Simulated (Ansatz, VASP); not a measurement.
**Si in VASP and in Ansatz**

The input INCAR:

```
PREC = Accurate ; ENCUT = 520
EDIFF = 1E-7 ; ISMEAR = 0
SIGMA = 0.03 ; LREAL = False
LASPH = True ; NELM = 60
ALGO = Normal ; ISIF = 2
LWAVE = False ; LCHARG = False
GGA = CA ; NBANDS = 16
```

KPOINTS

```
regular mesh
0
Gamma
  12 12 6
```

File POSCAR:

```
Si
1.0
    4.0291929185      0.0000000000      0.0000000000
   -2.0145964593      3.4893834241      0.0000000000
    0.0000000000      0.0000000000      5.5985635602
Si
4
Direct
    0.3333333333      0.6666666667      0.0868883759
    0.6666666667      0.3333333333      0.5868883759
    0.3333333333      0.6666666667      0.4131116241
    0.6666666667      0.3333333333      0.9131116241
```

Input for Ansatz:

```yaml
crystal:
  lattice:
    - [4.0291929185, 0.0, 0.0]
    - [-2.0145964593, 3.4893834241, 0.0]
    - [0.0, 0.0, 5.5985635602]
  atoms:
    - { symbol: Si, position: [0.3333333333, 0.6666666667, 0.0868883759] }
    - { symbol: Si, position: [0.6666666667, 0.3333333333, 0.5868883759] }
    - { symbol: Si, position: [0.3333333333, 0.6666666667, 0.4131116241] }
    - { symbol: Si, position: [0.6666666667, 0.3333333333, 0.9131116241] }
basis:
  ecutwfc: 420
kpoints:
  mp_grid: { grid: [12, 12, 6] }
hamiltonian:
  xc: lda
  pseudopotentials: { kind: paw, azcp: { folder: soft_1 } }
scf:
  occupations: { method: gaussian, width: 0.03 }
output:
  forces: true
  stress: true
  eigenvalues: true
```

Alike in both runs: task single point; functional LDA; k mesh 12 × 12 × 6; occupations gaussian, width 0.03 eV; no spin polarisation.

```csv
,VASP,Ansatz
version,VASP 6.6.1,Ansatz 0.2.0
potentials or method,"VASP PAW LDA potentials, release 64 (Si), cutoff 520 eV","scalar-relativistic, plane waves, PAW"
valence electrons in the cell,16,16
```

VASP gave:

* gap on the k mesh at the Fermi level (eV): none
* pressure (GPa): 21.9
* traceless stress, the component that is largest in VASP (GPa): 72.59
* rms of the force components (eV/Å): 7.673

Q: Estimate Ansatz's values.

A: gap on the k mesh at the Fermi level (eV): none; pressure (GPa): 22.1; traceless stress, the component that is largest in VASP (GPa): 73.00; rms of the force components (eV/Å): 7.736.

Ansatz warns that its potentials were made for another functional, while VASP's fit it. LDA's correlation is that of Perdew and Zunger in VASP and of Perdew and Wang (1992) in Ansatz. Atom by atom the forces differ by 0.063 eV/Å (rms over components). A gap of «none» marks a metal or a gap that the smearing closes.
